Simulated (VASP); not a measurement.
# Na8AgH7 (a cell with a defect) in VASP: further runs

Aim: see how the results for Na8AgH7 (a cell with a defect) move with the level of theory and the settings. Levels: PBEsol, PBEsol+D3(BJ). Tasks: single point.

All numbers are computed with VASP 6.6.1; they aren't measurements. Logs are shortened: lines on timing, memory, paths and dates and some standing lists are left out, and cuts for length are marked.

### Step 1. The cell of the first run

The cell holds a defect, 16 atoms: a = 9.586 Å, b = 4.793 Å, c = 4.793 Å, α = 90.00°, β = 90.00°, γ = 90.00°.

### Step 2. Single point, PBEsol, collinear spin

Contents of INCAR:

```
PREC = Accurate ; ENCUT = 400
EDIFF = 1E-6 ; ISMEAR = -1
SIGMA = 0.05 ; LREAL = F
LASPH = T ; NELM = 200
ALGO = Normal ; ISIF = 2
LWAVE = F ; LCHARG = T
ISPIN = 2 ; MAGMOM = 0.125 0.125 0.125 0.125 0.125 0.125 0.125 0.125 0.125 0.125 0.125 0.125 0.125 0.125 0.125 0.125
LORBIT = 11 ; LMAXMIX = 4
GGA = PS ; LELF = T
LVHAR = T ; NBANDS = 55
GGA_COMPAT = F
```

Contents of KPOINTS:

```
Automatic mesh
0
Gamma
  2 2 2
  0.5 0.5 0.5
```

Contents of POSCAR:

```
Na8AgH7
1.0
    9.5855340000      0.0000000000      0.0000000000
    0.0000000000      4.7927670000      0.0000000000
    0.0000000000      0.0000000000      4.7927670000
H Ag Na
7 1 8
Direct
    0.2422670000      0.0104710000      0.9625990000
    0.7589380000      0.0108520000      0.9724060000
    0.9955010000      0.5393680000      0.0032520000
    0.9872030000      0.0135000000      0.4932980000
    0.5087180000      0.9803430000      0.5312700000
    0.2378110000      0.5062110000      0.4802150000
    0.7565620000      0.5371010000      0.4975550000
    0.5075720000      0.5227030000      0.0287320000
    0.0113860000      0.0002470000      0.9979990000
    0.4850070000      0.0307480000      0.9620590000
    0.2665830000      0.4799670000      0.0153390000
    0.7444920000      0.4961630000      0.0009610000
    0.2569150000      0.0430220000      0.5133030000
    0.7418830000      0.9896670000      0.5091230000
    0.0155840000      0.5081300000      0.5045280000
    0.4871840000      0.4690860000      0.5388580000
```

Potentials or basis: VASP PAW PBE potentials, release 64 (H, Ag, Na_pv).

On the command line:

```console
$ cat potpaw_PBE.64/H/POTCAR potpaw_PBE.64/Ag/POTCAR potpaw_PBE.64/Na_pv/POTCAR > POTCAR
$ mpirun -np 1 vasp_std > vasp.out
```

OUTCAR:

```text
PREC = Accurate
   ENCUT = 400
   EDIFF = 1E-6
   ISMEAR = -1
   LREAL = F
   LASPH = T
   NELM = 200
   ISIF = 2
   ISPIN = 2
   LORBIT = 11
   GGA = PS

 ion  position               nearest neighbor table
   1  0.242  0.010  0.963-
   2  0.759  0.011  0.972-
   3  0.996  0.539  0.003-
   4  0.987  0.014  0.493-
   5  0.509  0.980  0.531-
   6  0.238  0.506  0.480-
   7  0.757  0.537  0.498-
   8  0.508  0.523  0.029-  12 2.28  11 2.32  16 2.37  10 2.39  10 2.47  16 2.47
   9  0.011  0.000  0.998-
  10  0.485  0.031  0.962-   8 2.39   8 2.47
  11  0.267  0.480  0.015-   8 2.32
  12  0.744  0.496  0.001-   8 2.28
  13  0.257  0.043  0.513-
  14  0.742  0.990  0.509-
  15  0.016  0.508  0.505-
  16  0.487  0.469  0.539-   8 2.37   8 2.47

  LATTYP: Found a simple tetragonal cell.
 ALAT       =     4.7927670000
 C/A-ratio  =     2.0000000000

  Lattice vectors:

 A1 = (   0.0000000000,   4.7927670000,   0.0000000000)
 A2 = (   0.0000000000,   0.0000000000,   4.7927670000)
 A3 = (   9.5855340000,   0.0000000000,   0.0000000000)

Analysis of symmetry for initial positions (statically):
=====================================================================
 Subroutine PRICEL returns:
 Original cell was already a primitive cell.

 Routine SETGRP: Setting up the symmetry group for a
 simple tetragonal supercell.

 Subroutine GETGRP returns: Found  1 space group operations
 (whereof  1 operations were pure point group operations)
 out of a pool of 16 trial point group operations.

The static configuration has the point symmetry C_1 .

Analysis of symmetry for dynamics (positions and initial velocities):
=====================================================================
 Subroutine PRICEL returns:
 Original cell was already a primitive cell.

 Routine SETGRP: Setting up the symmetry group for a
 simple tetragonal supercell.

 Subroutine GETGRP returns: Found  1 space group operations
 (whereof  1 operations were pure point group operations)
 out of a pool of 16 trial point group operations.

The dynamic configuration has the point symmetry C_1 .

Analysis of structural, dynamic, and magnetic symmetry:
=====================================================================
 Subroutine PRICEL returns:
[... 153 lines left out ...]

 number of electron      74.0000036 magnetization       0.0000041

 number of electron      74.0000036 magnetization      -0.0003141

 Free energy of the ion-electron system (eV)
  ---------------------------------------------------
  ext. energy  EPLUGINS =         0.00000000
  ---------------------------------------------------
  free energy    TOTEN  =       -35.83646044 eV

  energy without entropy =      -35.83646044  energy(sigma->0) =      -35.83646044

 E-fermi :   1.4374     XC(G=0):  -8.4839

 val. band max:        0.1510818340   @ k =   0.2500  -0.2500  -0.2500
 cond. band min:       3.0496636947   @ k =   0.2500  -0.2500  -0.2500
 fundamental gap:      2.8985818607
 Fermi energy:         1.4374123323

 spin component 1

 k-point     1 :       0.2500    0.2500    0.2500
  band No.  band energies     occupation
      1     -22.8190      1.00000
      2     -22.7067      1.00000
      3     -22.6501      1.00000
      4     -22.6227      1.00000
      5     -22.5841      1.00000
      6     -22.5607      1.00000
[... 197 lines left out ...]
     48       7.6247      0.00000
     49       7.8405      0.00000
 Fermi energy:         1.4374123323

 spin component 2

 k-point     1 :       0.2500    0.2500    0.2500
  band No.  band energies     occupation
      1     -22.8190      1.00000
      2     -22.7067      1.00000
      3     -22.6501      1.00000
      4     -22.6227      1.00000
      5     -22.5841      1.00000
      6     -22.5606      1.00000
[... 197 lines left out ...]
     48       7.6247      0.00000
     49       7.8405      0.00000
 [bands above 49 left out]

------------------------ aborting loop because EDIFF is reached ----------------------------------------

  FORCE on cell =-STRESS in cart. coord.  units (eV):
  Direction    XX          YY          ZZ          XY          YZ          ZX
  --------------------------------------------------------------------------------------
  -------------------------------------------------------------------------------------
  Total       11.6006233      8.9657292      9.8334924      0.2359016      0.1941794     -0.2579782
  in kB       84.4117611     65.2389938     71.5532600      1.7165346      1.4129433     -1.8771747
  external PRESSURE =      73.7346716 kB  Pullay stress =       0.0000000 kB

 VOLUME and BASIS-vectors are now :
 -----------------------------------------------------------------------------
  energy-cutoff  :      400.00
  volume of cell :      220.19
      direct lattice vectors                 reciprocal lattice vectors
     9.585534000  0.000000000  0.000000000     0.104323870  0.000000000  0.000000000
     0.000000000  4.792767000  0.000000000     0.000000000  0.208647739  0.000000000
     0.000000000  0.000000000  4.792767000     0.000000000  0.000000000  0.208647739

 POSITION                                       TOTAL-FORCE (eV/Angst)
 -----------------------------------------------------------------------------------
      2.32226      0.05019      4.61351         0.274026     -0.006634      0.309161
      7.27483      0.05201      4.66052        -0.340696     -0.014399      0.254909
      9.54241      2.58507      0.01559         0.238405     -0.323904     -0.041371
      9.46287      0.06470      2.36426         0.348180      0.049538      0.013790
      4.87633      4.69856      2.54625        -0.353009      0.112951     -0.423067
      2.27955      2.42615      2.30156         0.464933      0.025225      0.191426
[... 8 lines left out ...]
      0.14938      2.43535      2.41809        -0.590135      0.104709     -0.019797
      4.66992      2.24822      2.58262         0.129250      0.149960     -0.935439
 -----------------------------------------------------------------------------------
    total drift:                               -0.002052      0.002455      0.001952

  FREE ENERGIE OF THE ION-ELECTRON SYSTEM (eV)
  ---------------------------------------------------
  free  energy   TOTEN  =       -35.8364604420 eV

  energy  without entropy=      -35.8364604420  energy(sigma->0) =      -35.83646044

 total charge

# of ion       s       p       d       tot
------------------------------------------
    1        0.509   0.001   0.000   0.510
    2        0.492   0.001   0.000   0.493
    3        0.499   0.001   0.000   0.499
    4        0.498   0.001   0.000   0.499
    5        0.502   0.001   0.000   0.503
    6        0.509   0.001   0.000   0.510
[... 8 lines left out ...]
   15        0.065   5.995   0.000   6.060
   16        0.112   6.031   0.000   6.143
--------------------------------------------------
tot          5.003  48.170   9.280  62.453

 magnetization (x)

# of ion       s       p       d       tot
------------------------------------------
    1        0.000  -0.000   0.000   0.000
    2       -0.000  -0.000   0.000  -0.000
    3        0.000  -0.000   0.000   0.000
    4        0.000  -0.000   0.000   0.000
    5        0.000  -0.000   0.000   0.000
    6        0.000  -0.000   0.000   0.000
[... 8 lines left out ...]
   15       -0.000   0.000   0.000  -0.000
   16       -0.000   0.000   0.000  -0.000
--------------------------------------------------
tot          0.000  -0.000   0.000   0.000
```

It took 62 s on 1 thread of Intel Xeon Platinum 8488C (Sapphire Rapids), shared host; peak memory 0.3 GiB.

Results:

```
Free energy                                           : -35.8365 eV
Pressure                                              : 7.4 GPa
Largest force                                         : 3.009 eV/Å
Band gap on the k mesh                                : 2.90 eV
Net moment                                            : 0.00 μB per cell
Valence electrons inside the program's atomic spheres : H 0.51, 0.49, 0.50 (each value once); Ag 10.17; Na 6.06, 6.15, 6.12, 6.11, 6.14 (each value once)
```

Forces in eV/Å, atoms in the order of the input:
```
H    0.274 -0.007  0.309
H   -0.341 -0.014  0.255
H    0.238 -0.324 -0.041
H    0.348  0.050  0.014
H   -0.353  0.113 -0.423
H    0.465  0.025  0.191
H   -0.307 -0.382  0.005
Ag   0.354  1.130  1.185
Na  -0.411  0.110  0.018
Na   0.126 -0.857  0.282
Na  -2.929  0.300 -0.140
Na   3.007 -0.004 -0.113
Na  -0.313 -0.573 -0.350
Na   0.303  0.178 -0.237
Na  -0.590  0.105 -0.020
Na   0.129  0.150 -0.935
```

Caveat: the k points lie up to 0.66 Å⁻¹ apart; the PAW data sets were made with another functional, which shifts forces and pressure a little.

### Step 3. Single point, PBEsol

Contents of INCAR:

```
ALGO = Normal
EDIFF = 1E-6
ENCUT = 520
GGA = PS
ISIF = 2
ISMEAR = -1
LASPH = T
LCHARG = F
LREAL = Auto
LWAVE = F
NBANDS = 51
NELM = 60
PREC = Accurate
SIGMA = 0.05
```

KPOINTS is that of step 2.

POSCAR is that of step 2.

Potentials or basis: VASP PAW PBE potentials, release 64 (H, Ag, Na_pv).

On the command line:

```console
$ cat potpaw_PBE.64/H/POTCAR potpaw_PBE.64/Ag/POTCAR potpaw_PBE.64/Na_pv/POTCAR > POTCAR
$ mpirun -np 1 vasp_std > vasp.out
```

Wall time 2.2 min (1 thread of Intel Xeon 8259CL, shared host); peak memory 0.3 GiB.

Results (log left out):

| Quantity | Value |
| --- | --- |
| Free energy | -35.8591 eV |
| Pressure | 7.8 GPa |
| Largest force | 3.011 eV/Å |
| Band gap on the k mesh | 2.90 eV |

Forces on the atoms (eV/Å):
```
H    0.274 -0.006  0.309
H   -0.342 -0.014  0.255
H    0.239 -0.324 -0.041
H    0.349  0.050  0.014
H   -0.353  0.114 -0.422
H    0.465  0.025  0.192
H   -0.308 -0.382  0.005
Ag   0.353  1.129  1.185
Na  -0.412  0.110  0.017
Na   0.126 -0.857  0.281
Na  -2.929  0.299 -0.140
Na   3.009 -0.005 -0.112
Na  -0.314 -0.573 -0.350
Na   0.302  0.180 -0.237
Na  -0.590  0.105 -0.019
Na   0.131  0.149 -0.936
```

Stress tensor (GPa, compression positive):
```
 8.91  0.17 -0.19
 0.17  6.99  0.14
-0.19  0.14  7.62
```

Levels at points of the mesh, in eV from the valence-band top:
```tsv
k point	band 33	band 34	band 35	band 36	band 37	band 38	band 39	band 40	band 41	band 42
(0.25, 0.25, 0.25)	-1.37	-0.81	-0.62	-0.52	-0.02	2.90	3.56	3.97	4.30	5.04
```

Caveat: the k points lie up to 0.66 Å⁻¹ apart; the PAW data sets were made with another functional, which shifts forces and pressure a little.

(Continued in part 2 of 2.)
